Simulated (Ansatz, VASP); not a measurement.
## Si in VASP and in Ansatz

INCAR

```
SYSTEM = Si
PREC = Accurate
ENCUT = 520
EDIFF = 1E-8
ISMEAR = -1
SIGMA = 0.08
LREAL = .FALSE.
LASPH = .TRUE.
NELM = 80
ALGO = Normal
ISIF = 2
LWAVE = .FALSE.
LCHARG = .FALSE.
GGA = PE
LEFG = .TRUE.
NBANDS = 11
```

The input KPOINTS:

```
regular mesh
0
G
  11 11 11
  0 0 0
```

POSCAR

```
Si
1.0
    0.0000000000      2.6787699606      2.6787699606
    2.6787699606      0.0000000000      2.6787699606
    2.6787699606      2.6787699606      0.0000000000
Si
2
Direct
    0.5000000000      0.5000000000      0.5000000000
    0.7500000000      0.7500000000      0.7500000000
```

Input for Ansatz:

```yaml
crystal:
  lattice:
    - [0.0, 2.6787699606, 2.6787699606]
    - [2.6787699606, 0.0, 2.6787699606]
    - [2.6787699606, 2.6787699606, 0.0]
  atoms:
    - { symbol: Si, position: [0.5, 0.5, 0.5] }
    - { symbol: Si, position: [0.75, 0.75, 0.75] }
kpoints:
  mp_grid: { grid: [11, 11, 11] }
scf:
  occupations: { method: fermi_dirac, width: 0.08 }
hamiltonian:
  xc: pbe
  pseudopotentials: { kind: paw }
output:
  forces: true
  stress: true
  eigenvalues: true
  efg: { contact_densities: true }
  write_density: true
  write_potential: true
  elf: true
  volumetric_format: npy
```

Change from the starting cell: volume scaled by 0.96, PAW files.

Alike in both runs: task electric field gradients; functional PBE; k mesh 11 × 11 × 11; occupations fermi-dirac, width 0.08 eV; no spin polarisation.

|  | VASP | Ansatz |
| --- | --- | --- |
| version | VASP 6.6.1 | Ansatz 0.2.0 |
| potentials or method | VASP PAW PBE potentials, release 64 (Si) | PAW with Ansatz's default frozen-core files, scalar-relativistic |
| plane-wave cutoff (eV) | 520 | 420 |
| valence electrons in the cell | 8 | 8 |

```csv
,VASP,Ansatz,Ansatz less VASP
pressure (GPa),6.2,6.3,+0.09
```
